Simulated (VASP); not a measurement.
# NbTe6Mo2 (R-3) in VASP: single point with PBE

Aim: the single point of NbTe6Mo2 with PBE.

Everything below comes from runs of VASP 6.6.1. Logs are shortened: lines on timing, memory, paths and dates and some standing lists are left out, and cuts for length are marked.

**1. The cell of the first run**

Symmetry: R-3, No. 148, trigonal system. The conventional cell has a = 6.175 Å, b = 6.175 Å, c = 23.972 Å, α = 90.00°, β = 90.00°, γ = 120.00°. Within 3.7 Å of Nb (site symmetry -3) lie 6 Te at 2.79 Å and 6 Mo at 3.56 Å. Te (site symmetry 1) has 2 Mo at 2.76 Å and 1 Nb at 2.79 Å and 6 Te at 3.54 to 3.61 Å within 3.7 Å. Within 3.6 Å of Mo (site symmetry 3) lie 6 Te at 2.76 Å and 3 Nb at 3.56 Å and 3 Mo at 3.56 Å.

**2. Single point, PBE**

File INCAR:

```
SYSTEM = NbTe6Mo2
  ALGO = Normal
  EDIFF = 1E-6
  ENCUT = 520
  GGA = PE
  ISIF = 2
  ISMEAR = 0
  LASPH = .TRUE.
  LCHARG = .FALSE.
  LREAL = .FALSE.
  LWAVE = .FALSE.
  NBANDS = 48
  NELM = 60
  PREC = Accurate
  SIGMA = 0.1
```

File KPOINTS:

```
k-points
0
G
  6 6 6
  0 0 0
```

File POSCAR:

```
NbTe6Mo2
1.0
    3.0872677436      1.7824348628      7.9908233980
   -3.0872677436      1.7824348628      7.9908233980
    0.0000000000     -3.5648697257      7.9908233980
Nb Te Mo
1 6 2
Direct
    0.0000000000      0.0000000000      0.0000000000
    0.5852777292      0.2600528012      0.9227942793
    0.2600528012      0.9227942793      0.5852777292
    0.9227942793      0.5852777292      0.2600528012
    0.0772057207      0.4147222708      0.7399471988
    0.7399471988      0.0772057207      0.4147222708
    0.4147222708      0.7399471988      0.0772057207
    0.6666418643      0.6666418643      0.6666418643
    0.3333581357      0.3333581357      0.3333581357
```

Potentials or basis: VASP PAW PBE potentials, release 64 (Nb_sv, Te, Mo_sv).

Command:

```
$ cat potpaw_PBE.64/Nb_sv/POTCAR potpaw_PBE.64/Te/POTCAR potpaw_PBE.64/Mo_sv/POTCAR > POTCAR
$ mpirun -np 1 vasp_std > vasp.out
```

OUTCAR:

```text
SYSTEM = NbTe6Mo2
   EDIFF = 1E-6
   ENCUT = 520
   GGA = PE
   ISIF = 2
   ISMEAR = 0
   LASPH = .TRUE.
   LREAL = .FALSE.
   NELM = 60
   PREC = Accurate

 ion  position               nearest neighbor table
   1  0.000  0.000  0.000-   4 2.79   5 2.79   2 2.79   7 2.79   6 2.79   3 2.79
   2  0.585  0.260  0.923-   8 2.76   9 2.76   1 2.79   4 3.54   3 3.54   3 3.54   4 3.54   4 3.61
                             3 3.61
   3  0.260  0.923  0.585-   8 2.76   9 2.76   1 2.79   4 3.54   2 3.54   4 3.54   2 3.54   2 3.61
                             4 3.61
   4  0.923  0.585  0.260-   8 2.76   9 2.76   1 2.79   3 3.54   2 3.54   3 3.54   2 3.54   2 3.61
                             3 3.61
   5  0.077  0.415  0.740-   9 2.76   8 2.76   1 2.79   6 3.54   7 3.54   6 3.54   7 3.54   7 3.61
                             6 3.61
   6  0.740  0.077  0.415-   9 2.76   8 2.76   1 2.79   5 3.54   7 3.54   5 3.54   7 3.54   7 3.61
                             5 3.61
   7  0.415  0.740  0.077-   9 2.76   8 2.76   1 2.79   5 3.54   6 3.54   6 3.54   5 3.54   5 3.61
                             6 3.61
   8  0.667  0.667  0.667-   2 2.76   3 2.76   4 2.76   6 2.76   5 2.76   7 2.76
   9  0.333  0.333  0.333-   7 2.76   6 2.76   5 2.76   3 2.76   4 2.76   2 2.76

  LATTYP: Found a trigonal (rhomboedric) cell.
 ALAT       =     8.7499459849
 COS(alpha) =     0.7510180624

  Lattice vectors:

 A1 = (   3.0872677436,   1.7824348628,   7.9908233980)
 A2 = (  -3.0872677436,   1.7824348628,   7.9908233980)
 A3 = (   0.0000000000,  -3.5648697257,   7.9908233980)

Analysis of symmetry for initial positions (statically):
=====================================================================
 Subroutine PRICEL returns:
 Original cell was already a primitive cell.

 Routine SETGRP: Setting up the symmetry group for a
 trigonal (rhombohedral) supercell.

 Subroutine GETGRP returns: Found  6 space group operations
 (whereof  6 operations were pure point group operations)
 out of a pool of 12 trial point group operations.

The static configuration has the point symmetry S_6 .

Analysis of symmetry for dynamics (positions and initial velocities):
=====================================================================
 Subroutine PRICEL returns:
 Original cell was already a primitive cell.

 Routine SETGRP: Setting up the symmetry group for a
 trigonal (rhombohedral) supercell.

 Subroutine GETGRP returns: Found  6 space group operations
 (whereof  6 operations were pure point group operations)
 out of a pool of 12 trial point group operations.

The dynamic configuration has the point symmetry S_6 .

 Subroutine INISYM returns: Found  6 space group operations
[... 110 lines left out ...]
   NELM   =     60;   NELMIN=  2; NELMDL= -5     # of ELM steps
   EDIFF  = 0.1E-05   stopping-criterion for ELM
   LREAL  =      F    real-space projection
[... 7 lines left out ...]
   TEBEG  =    0.0;   TEEND  =   0.0 temperature during run
   PSTRESS=    0.0 pullay stress
   NELECT =      77.0000    total number of electrons
   NUPDOWN=      -1.0000    fix difference up-down
   EMIN   =  10.00;   EMAX   =-10.00  energy-range for DOS
   EFERMI =   0.00;   METHOD = LEGACY
   ISMEAR =     0;   SIGMA  =   0.10  broadening in eV -4-tet -1-fermi 0-gaus
   EFERMI_NEDOS =   21; number of points for ismear=-14 and -15
   IALGO  =     38    algorithm
   IMIX   =      4    mixing-type and parameters
     AMIX     =   0.40;   BMIX     =  1.00
     AMIX_MAG =   1.60;   BMIX_MAG =  1.00
  volume/ion in A,a.u.               =      29.31       197.83
  Fermi-wavevector in a.u.,A,eV,Ry     =   1.085912  2.052077 16.044070  1.179206
  Thomas-Fermi vector in A             =   2.222037
   LORBIT       =      0    0 simple, 1 ext, 2 COOP (PROOUT), +10 PAW based schemes
   GGA     = PE    functional components
   LHFCALC =     F    Hartree Fock is set to
   AEXX    =    0.0000 exact exchange contribution
   IVDW    =     0    specifies the selected vdW correction
   LEPSILON=     F    determine dielectric tensor
   LRPA    =     F    only Hartree local field effects (RPA)
 non-spin polarized calculation
 Gauss-broadening in eV      SIGMA  =   0.10
  energy-cutoff  :      520.00
  volume of cell :      263.83
 maximum number of plane-waves:      7188
 NGX is ok and might be reduce to    70
   NGX = 33   NGY = 33   NGZ = 33

 number of electron      76.9999998 magnetization

 Free energy of the ion-electron system (eV)
  ---------------------------------------------------
  ext. energy  EPLUGINS =         0.00000000
  ---------------------------------------------------
  free energy    TOTEN  =       -52.92852149 eV

  energy without entropy =      -52.91010699  energy(sigma->0) =      -52.91931424

 E-fermi :   6.6557     XC(G=0):  -9.4705

 val. band max:        6.6523408442   @ k =   0.5000   0.3333   0.3333
 cond. band min:       6.6797556198   @ k =   0.1667   0.1667   0.0000
 fundamental gap:      0.0274147756
 Fermi energy:         6.6556594650

 k-point     1 :       0.0000    0.0000    0.0000
  band No.  band energies     occupation
      1     -54.5216      2.00000
      2     -54.5156      2.00000
      3     -48.7123      2.00000
      4     -28.6756      2.00000
      5     -28.6756      2.00000
      6     -28.6256      2.00000
[... 1213 lines left out ...]
     47       8.6175      0.00000
     48       8.9158      0.00000

 [... further k-points ...]
[... 5 lines left out ...]
  --------------------------------------------------------------------------------------
  -------------------------------------------------------------------------------------
  Total       -0.0911272     -0.0911272      0.0176138     -0.0000000     -0.0000000      0.0000000
  in kB       -0.5533854     -0.5533854      0.1069627     -0.0000001     -0.0000000      0.0000000
  external PRESSURE =      -0.3332694 kB  Pullay stress =       0.0000000 kB

 VOLUME and BASIS-vectors are now :
 -----------------------------------------------------------------------------
  energy-cutoff  :      520.00
  volume of cell :      263.83
      direct lattice vectors                 reciprocal lattice vectors
     3.087267744  1.782434863  7.990823398     0.161955503  0.093505053  0.041714516
    -3.087267744  1.782434863  7.990823398    -0.161955503  0.093505053  0.041714516
     0.000000000 -3.564869726  7.990823398     0.000000000 -0.187010106  0.041714516

 POSITION                                       TOTAL-FORCE (eV/Angst)
 -----------------------------------------------------------------------------------
      0.00000      0.00000      0.00000        -0.000000     -0.000000     -0.000000
      1.00406     -1.78289     14.12877         0.006499      0.000299     -0.005248
     -2.04606      0.02191     14.12877        -0.002990     -0.005777     -0.005248
      1.04200      1.76099     14.12877        -0.003508      0.005478     -0.005248
     -1.04200     -1.76099      9.84370         0.003508     -0.005478      0.005248
      2.04606     -0.02191      9.84370         0.002990      0.005777      0.005248
     -1.00406      1.78289      9.84370        -0.006499     -0.000299      0.005248
      0.00000     -0.00000     15.98105        -0.000000      0.000000     -0.000385
      0.00000     -0.00000      7.99142        -0.000000     -0.000000      0.000385
 -----------------------------------------------------------------------------------
    total drift:                                0.000000     -0.000000      0.000000

  FREE ENERGIE OF THE ION-ELECTRON SYSTEM (eV)
  ---------------------------------------------------
  free  energy   TOTEN  =       -52.9285214939 eV

  energy  without entropy=      -52.9101069913  energy(sigma->0) =      -52.91931424
```

It took 27 min on 1 thread of Intel Xeon Platinum 8259CL at 2.50GHz (Skylake/Cascade Lake), shared host; peak memory 0.99 GiB.

What came out:

```
Free energy            : -52.9285 eV
Pressure               : 0.0 GPa
Largest force          : 0.008 eV/Å
Band gap on the k mesh : zero (an odd number of electrons rules out a gap without spin polarisation)
```

Forces in eV/Å, atoms in the order of the input:
```
Nb   0.000  0.000  0.000
Te   0.006  0.000 -0.005
Te  -0.003 -0.006 -0.005
Te  -0.004  0.005 -0.005
Te   0.004 -0.005  0.005
Te   0.003  0.006  0.005
Te  -0.006  0.000  0.005
Mo   0.000  0.000  0.000
Mo   0.000  0.000  0.000
```

Levels at points of the mesh, in eV from the Fermi level:
```tsv
k point	band 36	band 37	band 38	band 39	band 40	band 41	band 42	band 43
(0.00, 0.00, 0.00)	-0.43	-0.43	0.30	0.30	0.66	0.78	0.78	1.24
(0.50, 0.00, 0.00)	-1.35	-0.59	-0.52	-0.27	0.48	0.55	0.90	1.21
(0.50, 0.50, 0.00)	-1.39	-0.58	-0.48	-0.15	0.37	0.47	1.02	1.19
(0.50, 0.50, 0.50)	-0.43	-0.43	0.40	0.40	0.65	0.89	0.89	1.25
```

Caveat: spin-orbit coupling is left out, which moves the levels of the heavy elements.

The gap in the log of VASP goes by the Fermi energy; the results here count the filled bands.